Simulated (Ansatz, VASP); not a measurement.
## W: VASP beside Ansatz

```
CELL_PARAMETERS angstrom
-1.58495 1.58495 1.58495
1.58495 -1.58495 1.58495
1.58495 1.58495 -1.58495
ATOMIC_POSITIONS crystal
W 0.00000 0.00000 0.00000
```

Alike in both runs: functional r2SCAN; k mesh 8 × 8 × 8; occupations gaussian, width 0.1 eV; no spin polarisation.

Ansatz relaxed the structure, and its values are those at the end. VASP's run is a single point on that final structure, the one shown.

```csv
,VASP,Ansatz
version,VASP 6.6.1,Ansatz 0.2.0
potentials or method,"VASP PAW PBE potentials, release 64 (W_sv), cutoff 520 eV","scalar-relativistic, plane waves, PAW"
valence electrons in the cell,14,14
```

```tsv
	VASP	Ansatz	Ansatz less VASP
gap on the k mesh at the Fermi level (eV)	none	none	-
pressure (GPa)	1.1	0.1	-1.03
```

VASP's potentials were made for PBE, not for r2SCAN. A gap of «none» marks a metal or a gap that the smearing closes.

Spin-orbit coupling is off throughout.
